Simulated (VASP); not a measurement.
ZnSi2N2, 10 atoms in the cell. The structure is tetragonal, space group P4_2/mmc (No. 131). The conventional cell has a = 5.277 Å, b = 5.277 Å, c = 4.150 Å, α = 90.00°, β = 90.00°, γ = 90.00°. Within 2.7 Å of Zn (site symmetry -4m2) lie 2 Zn at 2.07 Å. Within 2.6 Å of Si (site symmetry m2m) lie 4 N at 1.86 to 2.08 Å and 1 Si at 2.55 Å. N (site symmetry m2m) has 4 Si at 1.86 to 2.08 Å and 1 N at 2.53 Å within 2.6 Å. The cell was generated, and may not be a known phase.

- Program: VASP 6.6.1
- Task: single point
- Functional: PBE
- Potentials or basis: VASP PAW PBE potentials, release 64 (Zn, Si, N)
- Cutoff: 520 eV
- k mesh: 4 × 4 × 4
- Occupations: gaussian, width 0.1 eV
- Spin: collinear spin, ferromagnetic start
- Starting moments: [0.0, 0.0, 0.0, 0.0, 0.0, 0.0, 1.0, 1.0, 1.0, 1.0] μB
- Dipole correction: no
- Further INCAR settings: ALGO = Normal; EDIFF = 1e-06; NBANDS = 45

Potentials or basis: VASP PAW PBE potentials, release 64 (Zn, Si, N).

Run with:

```console
$ cat potpaw_PBE.64/Zn/POTCAR potpaw_PBE.64/Si/POTCAR potpaw_PBE.64/N/POTCAR > POTCAR
$ mpirun -np 1 vasp_std > vasp.out
```

Hardware: 1 thread of Intel(R) Xeon(R) Platinum 8259CL CPU @ 2.50GHz (Skylake/Cascade Lake), with other jobs on the host.

Q: Estimate the wall time of this run.

A: Wall time 3.2 min on 1 thread of Intel(R) Xeon(R) Platinum 8259CL CPU @ 2.50GHz (Skylake/Cascade Lake), with other jobs on the host, peak memory 0.33 GiB. Counts: scf iterations 15, k points 18.
